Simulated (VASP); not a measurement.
Here is a VASP 6.6.1 calculation.

The input INCAR:

```
SYSTEM = Ga2O3
PREC     = Accurate       ! precision mode
ENCUT    = 520            ! plane-wave cutoff, eV
EDIFF    = 1E-6           ! SCF threshold, eV
ISMEAR   = 0              ! smearing method
SIGMA    = 0.02           ! smearing width, eV
LREAL    = .FALSE.        ! projectors in reciprocal space
LASPH    = .TRUE.         ! aspherical terms in the spheres
NELM     = 60             ! most SCF steps
ALGO     = Normal         ! electronic algorithm
ISIF     = 2              ! what is computed and relaxed
LWAVE    = .FALSE.        ! write WAVECAR
LCHARG   = .FALSE.        ! write CHGCAR
GGA      = PE             ! functional
NBANDS   = 55             ! bands
```

Contents of KPOINTS:

```
Automatic mesh
0
G
  8 8 4
  0 0 0
```

File POSCAR:

```
Ga2O3
1.0
    6.2270640138     -1.5416333701      0.0062293264
    6.2270640138      1.5416333701      0.0062293264
   -1.3979711490      0.0000000000      5.7089228514
Ga O
4 6
Direct
    0.3414968574      0.3414968574      0.6858235542
    0.6585031426      0.6585031426      0.3141764458
    0.9100739588      0.9100739588      0.2052722589
    0.0899260412      0.0899260412      0.7947277411
    0.5039749256      0.5039749256      0.7433111730
    0.4960250744      0.4960250744      0.2566888270
    0.8263039782      0.8263039782      0.4356635088
    0.1736960218      0.1736960218      0.5643364912
    0.1635085073      0.1635085073      0.1092008536
    0.8364914927      0.8364914927      0.8907991464
```

Potentials or basis: VASP PAW PBE potentials, release 64 (Ga_d, O).

Launch:

```sh
$ cat potpaw_PBE.64/Ga_d/POTCAR potpaw_PBE.64/O/POTCAR > POTCAR
$ mpirun -np 1 vasp_std > vasp.out
```

Q: Estimate the largest force.

A: 0.026 eV/Å.

Q: Predict the band gap on the k mesh.

A: 2.00 eV (least direct gap 2.02 eV).

Q: Estimate the pressure.

A: 0.6 GPa.

Forces in eV/Å, atoms in the order of the input:
```
Ga   0.011  0.000  0.003
Ga  -0.011  0.000 -0.003
Ga  -0.001  0.000 -0.006
Ga   0.001  0.000  0.006
O   -0.003  0.000 -0.006
O    0.003  0.000  0.006
O    0.009  0.000  0.002
O   -0.009  0.000 -0.002
O    0.021  0.000 -0.016
O   -0.021  0.000  0.016
```

A k mesh can miss the band edges.
